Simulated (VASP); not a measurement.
A run of VASP 6.6.1 is set up as follows.

INCAR

```
PREC = Accurate
ENCUT = 520
EDIFF = 1E-8
ISMEAR = -1
SIGMA = 0.05
LREAL = False
LASPH = True
NELM = 100
ALGO = Normal
ISIF = 2
LWAVE = False
LCHARG = False
GGA = PE
LEFG = True
NBANDS = 12
```

KPOINTS

```
Automatic mesh
0
Gamma
  16 16 16
```

Contents of POSCAR:

```
Tl
1.0
    0.0000000000      2.1504693608      2.1504693608
    2.1504693608      0.0000000000      2.1504693608
    2.1504693608      2.1504693608      0.0000000000
Tl
1
Direct
    0.0000000000      0.0000000000      0.0000000000
```

Potentials or basis: VASP PAW PBE potentials, release 64 (Tl_d).

The run is started by

```bash
$ cat potpaw_PBE.64/Tl_d/POTCAR > POTCAR
$ mpirun -np 1 vasp_std > vasp.out
```

Predict the pressure.

41.4 GPa.

Caveat: without QUAD_EFG the Cq values of the log hold for a quadrupole moment of 1 mb, not for the nuclei.
